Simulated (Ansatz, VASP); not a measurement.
## One calculation of Rh, two programs

INCAR

```
PREC = Accurate
ENCUT = 520
EDIFF = 1E-6
ISMEAR = 0
SIGMA = 0.1
LREAL = False
LASPH = True
NELM = 80
ALGO = Normal
ISIF = 2
LWAVE = False
LCHARG = False
GGA = PS
NBANDS = 14
```

KPOINTS

```
regular mesh
0
Gamma
  18 18 18
```

File POSCAR:

```
Rh
1.0
    0.0000000000      1.9403226045      1.9403226045
    1.9403226045      0.0000000000      1.9403226045
    1.9403226045      1.9403226045      0.0000000000
Rh
1
Direct
    0.0000000000      0.0000000000      0.0000000000
```

Input for Ansatz:

```yaml
crystal:
  lattice:
    - [0.0, 1.9403226045, 1.9403226045]
    - [1.9403226045, 0.0, 1.9403226045]
    - [1.9403226045, 1.9403226045, 0.0]
  atoms:
    - { symbol: Rh, position: [0.0, 0.0, 0.0] }
basis:
  ecutwfc: 420
kpoints:
  mp_grid: { grid: [18, 18, 18] }
hamiltonian:
  xc: pbesol
scf:
  occupations: { method: gaussian, width: 0.1 }
output:
  forces: true
  stress: true
  eigenvalues: true
```

Alike in both runs: task single point; functional PBEsol; k mesh 18 × 18 × 18; occupations gaussian, width 0.1 eV; no spin polarisation.

|  | VASP | Ansatz |
| --- | --- | --- |
| version | VASP 6.6.1 | Ansatz 0.2.0 |
| potentials or method | VASP PAW PBE potentials, release 64 (Rh_pv), cutoff 520 eV | scalar-relativistic, plane waves, PAW |
| valence electrons in the cell | 15 | 17 |

|  | VASP | Ansatz | Ansatz less VASP |
| --- | --- | --- | --- |
| gap on the k mesh at the Fermi level (eV) | none | none | - |
| pressure (GPa) | -19.1 | -19.0 | +0.06 |

VASP's potentials were made for PBE, not for PBEsol. A gap of «none» marks a metal or a gap that the smearing closes. VASP's potentials hold 15 valence electrons a cell and Ansatz's 17, so a difference there can come from the potentials and not from the codes.
